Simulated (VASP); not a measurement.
MoS2:

```xyz
3
Lattice="1.5876 0.9166 6.1939 -1.5876 0.9166 6.1939 0.0000 -1.8332 6.1939" Properties=species:S:1:pos:R:3 pbc="T T T"
Mo    0.0000    0.0000    0.0018
S     0.0000    0.0000    4.6416
S     0.0000    0.0000    7.7507
```

Base run:

| Property | Result |
| --- | --- |
| Program | VASP 6.6.1 |
| Functional | PBE |
| Potentials or basis | VASP PAW PBE potentials, release 64 (Mo_sv, S) |
| Cutoff | 520 eV |
| k mesh | 6 × 6 × 6 |
| Occupations | gaussian, width 0.01 eV |
| Spin | no spin polarisation |

Its results: band gap on the k mesh 0.97 eV, indirect (least direct gap 1.69 eV); pressure 2.3 GPa; largest force 0.103 eV/Å.

Problem. The run is repeated on the same cell with these changes: functional from PBE to r2SCAN; further incar settings from ALGO = Normal; EDIFF = 1e-06; NBANDS = 20 to ALGO = Normal; EDIFF = 1e-07; NBANDS = 20. What comes out?

Solution. Band gap on the k mesh 1.05 eV, indirect (least direct gap 1.80 eV); pressure 1.2 GPa; largest force 0.047 eV/Å.

Caveats: the PAW data sets were made with another functional, which shifts forces and pressure a little (some runs).

A k mesh can miss the band edges.
